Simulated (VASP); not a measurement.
# BP (F-43m) in VASP: single point with PBE

Aim: the single point of BP with PBE.

Program: VASP 6.6.1. These are calculated values, not measurements. Logs are shortened: lines on timing, memory, paths and dates and some standing lists are left out, and cuts for length are marked.

### 1 The cell of the first run

Symmetry: F-43m, No. 216, cubic system. Conventional cell: a = 4.548 Å, b = 4.548 Å, c = 4.548 Å, α = 90.00°, β = 90.00°, γ = 90.00°. B (site symmetry -43m) has 4 P at 1.97 Å within 2.6 Å. P (site symmetry -43m) has 4 B at 1.97 Å within 2.6 Å.

### 2 Single point, PBE, non-collinear spin, zero start, spin-orbit coupling

File INCAR:

```
PREC = Accurate
ENCUT = 500
EDIFF = 1E-6
ISMEAR = 0
SIGMA = 0.02
LREAL = False
LASPH = True
NELM = 200
ALGO = Normal
ISIF = 2
LWAVE = False
LCHARG = True
LNONCOLLINEAR = True
MAGMOM = 0 0 0 0 0 0 0 0 0 0 0 0
LORBIT = 11
LSORBIT = True
GGA_COMPAT = False
LORBMOM = True
GGA = PE
LVHAR = True
NBANDS = 30
```

File KPOINTS:

```
Automatic mesh
0
Gamma
  8 6 8
```

File POSCAR:

```
BP
1.0
    3.2162233621      0.0000000000      0.0000000000
    0.0000000000      4.5484266984      0.0000000000
    0.0000000000      0.0000000000      3.2162233621
B P
2 2
Direct
    0.0000000000      0.0000000000      0.0000000000
    0.5000000000      0.5000000000      0.5000000000
    0.0000000000      0.2500000000      0.5000000000
    0.5000000000      0.7500000000      0.0000000000
```

Potentials or basis: VASP PAW PBE potentials, release 64 (B, P).

Run with:

```
$ cat potpaw_PBE.64/B/POTCAR potpaw_PBE.64/P/POTCAR > POTCAR
$ mpirun -np 1 vasp_ncl > vasp.out
```

OUTCAR:

```text
PREC = Accurate
   ENCUT = 500
   EDIFF = 1E-6
   ISMEAR = 0
   LREAL = False
   LASPH = True
   NELM = 200
   ISIF = 2
   LNONCOLLINEAR = True
   LORBIT = 11
   LSORBIT = True
   GGA = PE

 ion  position               nearest neighbor table
   1  0.000  0.000  0.000-   3 1.97   4 1.97   3 1.97   4 1.97
   2  0.500  0.500  0.500-   3 1.97   4 1.97   4 1.97   3 1.97
   3  0.000  0.250  0.500-   1 1.97   2 1.97   1 1.97   2 1.97
   4  0.500  0.750  0.000-   1 1.97   2 1.97   2 1.97   1 1.97

  LATTYP: Found a simple tetragonal cell.
 ALAT       =     3.2162233621
 C/A-ratio  =     1.4142135624

  Lattice vectors:

 A1 = (  -3.2162233621,   0.0000000000,   0.0000000000)
 A2 = (   0.0000000000,   0.0000000000,   3.2162233621)
 A3 = (   0.0000000000,   4.5484266984,   0.0000000000)

Analysis of symmetry for initial positions (statically):
=====================================================================
 Subroutine PRICEL returns following result:

  LATTYP: Found a face centered cubic cell.
 ALAT       =     4.5484266984
[... 12 lines left out ...]
 Subroutine GETGRP returns: Found  8 space group operations
 (whereof  8 operations were pure point group operations)
 out of a pool of 16 trial point group operations.

The static configuration has the point symmetry D_2d.

Analysis of symmetry for dynamics (positions and initial velocities):
=====================================================================
 Subroutine PRICEL returns following result:

  LATTYP: Found a face centered cubic cell.
 ALAT       =     4.5484266984
[... 12 lines left out ...]
 Subroutine GETGRP returns: Found  8 space group operations
 (whereof  8 operations were pure point group operations)
 out of a pool of 16 trial point group operations.

The dynamic configuration has the point symmetry D_2d.

Analysis of structural, dynamic, and magnetic symmetry:
=====================================================================
 Subroutine PRICEL returns following result:

  LATTYP: Found a face centered cubic cell.
 ALAT       =     4.5484266984
[... 12 lines left out ...]
 Subroutine GETGRP returns: Found  8 space group operations
 (whereof  8 operations were pure point group operations)
 out of a pool of 16 trial point group operations.

The overall configuration has the point symmetry D_2d.

 Subroutine INISYM returns: Found  8 space group operations
 (whereof  8 operations are pure point group operations),
 and found     2 'primitive' translations

----------------------------------------------------------------------------------------

[... 922 lines left out ...]
      1.60811      3.41132      0.00000         0.000000     -0.000000     -0.000000
 -----------------------------------------------------------------------------------
    total drift:                               -0.000000     -0.000000     -0.000000

  FREE ENERGIE OF THE ION-ELECTRON SYSTEM (eV)
  ---------------------------------------------------
  free  energy   TOTEN  =       -25.8610014651 eV

  energy  without entropy=      -25.8610014651  energy(sigma->0) =      -25.86100147

 orbital moment (x)

 # of ion     p       tot
 --------------------------------
  1         0.000   0.000
  2        -0.000  -0.000
  3         0.000   0.000
  4        -0.000  -0.000
 --------------------------------
            0.000   0.000

 orbital moment (y)

 # of ion     p       tot
 --------------------------------
  1        -0.000  -0.000
  2        -0.000  -0.000
  3         0.000   0.000
  4        -0.000  -0.000
 --------------------------------
           -0.000  -0.000

 orbital moment (z)

 # of ion     p       tot
 --------------------------------
  1         0.000   0.000
  2        -0.000  -0.000
  3         0.000   0.000
  4         0.000   0.000
 --------------------------------
           -0.000  -0.000

 Spin-Orbit-Coupling matrix elements

 Ion:    1  E_soc:     -0.0000040
 l=   1
     0.0000000    -0.0000007    -0.0000007
    -0.0000007     0.0000000    -0.0000007
    -0.0000007    -0.0000007     0.0000000
 l=   2
     0.0000000     0.0000000     0.0000000     0.0000000     0.0000000
     0.0000000     0.0000000     0.0000000     0.0000000     0.0000000
     0.0000000     0.0000000     0.0000000     0.0000000     0.0000000
     0.0000000     0.0000000     0.0000000     0.0000000     0.0000000
     0.0000000     0.0000000     0.0000000     0.0000000     0.0000000
 l=   3
     0.0000000     0.0000000     0.0000000     0.0000000     0.0000000     0.0000000     0.0000000
     0.0000000     0.0000000     0.0000000     0.0000000     0.0000000     0.0000000     0.0000000
     0.0000000     0.0000000     0.0000000     0.0000000     0.0000000     0.0000000     0.0000000
     0.0000000     0.0000000     0.0000000     0.0000000     0.0000000     0.0000000     0.0000000
[... 49 lines left out ...]
 l=   2
     0.0000000     0.0000000     0.0000000     0.0000000     0.0000000
     0.0000000     0.0000000     0.0000000     0.0000000     0.0000000
     0.0000000     0.0000000     0.0000000     0.0000000     0.0000000
     0.0000000     0.0000000     0.0000000     0.0000000     0.0000000
     0.0000000     0.0000000     0.0000000     0.0000000     0.0000000
 l=   3
     0.0000000     0.0000000     0.0000000     0.0000000     0.0000000     0.0000000     0.0000000
     0.0000000     0.0000000     0.0000000     0.0000000     0.0000000     0.0000000     0.0000000
     0.0000000     0.0000000     0.0000000     0.0000000     0.0000000     0.0000000     0.0000000
     0.0000000     0.0000000     0.0000000     0.0000000     0.0000000     0.0000000     0.0000000
     0.0000000     0.0000000     0.0000000     0.0000000     0.0000000     0.0000000     0.0000000
     0.0000000     0.0000000     0.0000000     0.0000000     0.0000000     0.0000000     0.0000000
     0.0000000     0.0000000     0.0000000     0.0000000     0.0000000     0.0000000     0.0000000

 total charge

# of ion       s       p       d       tot
------------------------------------------
    1        0.666   1.266   0.000   1.932
    2        0.666   1.266   0.000   1.932
    3        0.992   1.573   0.000   2.565
    4        0.992   1.573   0.000   2.565
--------------------------------------------------
tot          3.317   5.677   0.000   8.993

 magnetization (x)

# of ion       s       p       d       tot
------------------------------------------
    1       -0.000  -0.000   0.000  -0.000
    2        0.000   0.000   0.000   0.000
    3       -0.000   0.000   0.000  -0.000
    4       -0.000   0.000   0.000  -0.000
--------------------------------------------------
tot         -0.000  -0.000   0.000  -0.000

 magnetization (y)

# of ion       s       p       d       tot
------------------------------------------
    1       -0.000   0.000   0.000   0.000
    2       -0.000   0.000   0.000   0.000
    3       -0.000  -0.000   0.000  -0.000
    4       -0.000   0.000   0.000   0.000
--------------------------------------------------
tot         -0.000   0.000   0.000  -0.000

 magnetization (z)

# of ion       s       p       d       tot
------------------------------------------
    1       -0.000  -0.000   0.000  -0.000
    2        0.000  -0.000   0.000  -0.000
    3        0.000  -0.000   0.000  -0.000
    4        0.000  -0.000   0.000  -0.000
--------------------------------------------------
tot         -0.000  -0.000   0.000  -0.000
```

stdout:

```text
POSCAR found type information on POSCAR B P
 POSCAR found :  2 types and       4 ions
 scaLAPACK will be used
 LDA part: xc-table for (Slater+PW92), standard interpolation
 POSCAR, INCAR and KPOINTS ok, starting setup
 FFT: planning ... GRIDC
 FFT: planning ... GRID_SOFT
 FFT: planning ... GRID
 WAVECAR not read
 entering main loop
```

Wall time 3.2 min (1 thread of Oxide Virtual Turin-like, shared host); peak memory 0.29 GiB.

Results:

- Free energy: -25.8610 eV
- Pressure: -0.2 GPa
- Net moment: 0.00 μB per cell
- Valence electrons inside the program's atomic spheres: B 1.93; P 2.56

Moments on the atoms (μB; x, y, z):
```
B   0.00 0.00 0.00
B   0.00 0.00 0.00
P   0.00 0.00 0.00
P   0.00 0.00 0.00
```
